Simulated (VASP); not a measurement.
Set up this calculation in VASP 6.6.1, as the native input.

```yaml
Task: single point
Functional: r2SCAN
Potentials_or_basis: VASP PAW PBE potentials, release 64 (Si)
Cutoff: 550 eV
k_mesh: 8 × 4 × 4
Occupations: gaussian, width 0.05 eV
Spin: no spin polarisation
Dipole_correction: no
Further_INCAR_settings: ALGO = Normal; EDIFF = 1e-06; NBANDS = 26
```

The system is Si.

```
Si
1.0
    -3.83191    0.00000    0.00000
     0.00000    0.00000   -6.34182
     0.00000   -6.63706    0.00000
Si
8
Cartesian
  -1.9160 -1.2812 -5.9417
  -3.8319 -4.5997 -5.9417
  0.0000 -2.0374 -2.7708
  -1.9160 -5.3559 -2.7708
  -1.9160 -0.9312 -3.5710
  -3.8319 -4.2497 -3.5710
  0.0000 -2.3874 -0.4001
  -1.9160 -5.7059 -0.4001
```

This cell differs from its parent crystal: atoms displaced along a vibrational mode.

One way to write it, as run:

POSCAR

```
Si
1.0
   -3.8319083593      0.0000000000      0.0000000000
    0.0000000000      0.0000000000     -6.3418199252
    0.0000000000     -6.6370599682      0.0000000000
Si
8
Direct
    0.5000000000      0.9369091215      0.1930337631
    1.0000000000      0.9369091215      0.6930337631
    0.0000000000      0.4369091215      0.3069662369
    0.5000000000      0.4369091215      0.8069662369
    0.5000000000      0.5630908785      0.1402995703
    1.0000000000      0.5630908785      0.6402995703
    0.0000000000      0.0630908785      0.3597004297
    0.5000000000      0.0630908785      0.8597004297
```

INCAR.step1

```
PREC = Accurate
ENCUT = 550
ISMEAR = 0
SIGMA = 0.05
LREAL = False
LASPH = True
NELM = 120
NBANDS = 26
GGA = PE
ALGO = Normal
EDIFF = 1E-5
LWAVE = True
LCHARG = False
GGA_COMPAT = False
```

INCAR.step2

```
PREC = Accurate
ENCUT = 550
EDIFF = 1E-6
ISMEAR = 0
SIGMA = 0.05
LREAL = False
LASPH = True
NELM = 120
ALGO = Normal
ISIF = 2
LWAVE = False
LCHARG = False
METAGGA = R2SCAN
LMIXTAU = True
NBANDS = 26
ISTART = 1
GGA_COMPAT = False
```

KPOINTS

```
Automatic mesh
0
Gamma
  8 4 4
```

Potentials or basis: VASP PAW PBE potentials, release 64 (Si).

Command:

```console
$ cat potpaw_PBE.64/Si/POTCAR > POTCAR
$ cp INCAR.step1 INCAR
$ mpirun -np 1 vasp_std > vasp.out
$ cp INCAR.step2 INCAR
$ mpirun -np 1 vasp_std > vasp.out
```

It gave:

```json
{
  "Pressure": "-0.8 GPa",
  "Largest force": "0.296 eV/Å",
  "Band gap on the k mesh": "0.70 eV"
}
```

Caveat: the cell differs from its parent crystal (atoms displaced along a vibrational mode); the PAW data sets were made with another functional, which shifts forces and pressure a little.

It took 16 min on 1 thread of Oxide Virtual Turin-like Processor, on a shared host, peak memory 0.34 GiB.
